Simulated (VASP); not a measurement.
# ZrSeBr: single point with PBE

ZrSeBr:

```
Zr Se Br
1.0
     4.90670    0.00000    0.00000
    -2.45335    4.24933    0.00000
     0.00000    0.00000    3.18323
Zr Se Br
1 1 1
Direct
  0.00000 0.00000 0.50000
  0.33333 0.66667 0.00000
  0.66667 0.33333 0.00000
```

The cell was generated, and may not be a known phase.

| Item | Value |
| --- | --- |
| Program | VASP 6.6.1 |
| Task | single point |
| Functional | PBE |
| Potentials or basis | VASP PAW PBE potentials, release 64 (Zr_sv, Se, Br) |
| Cutoff | 520 eV |
| k mesh | 12 × 12 × 16 |
| Occupations | gaussian, width 0.1 eV |
| Spin | no spin polarisation |
| Dipole correction | no |
| Further INCAR settings | ALGO = Normal; EDIFF = 1e-06; NBANDS = 20 |

* Pressure: 0.0 GPa
* Band gap on the k mesh: zero (an odd number of electrons rules out a gap without spin polarisation)

Levels at points of the mesh, in eV from the Fermi level:
```tsv
k point	band 10	band 11	band 12	band 13	band 14	band 15
(0.00, 0.00, 0.00)	-2.80	-2.52	-2.28	0.81	1.11	1.72
(0.50, 0.00, 0.00)	-2.27	-2.12	-1.56	-0.01	0.30	1.63
(0.00, 0.00, 0.50)	-3.85	-3.36	-3.36	-0.56	-0.56	2.56
(0.50, 0.00, 0.50)	-4.75	-1.83	-0.36	0.40	0.48	0.75
```

Wall time 2.4 min on 1 thread of Intel(R) Xeon(R) Platinum 8488C (Sapphire Rapids), with other jobs on the host, peak memory 0.37 GiB.

Caveat: an odd number of electrons without spin polarisation forces a metal; a magnetic or distorted state may lie lower.
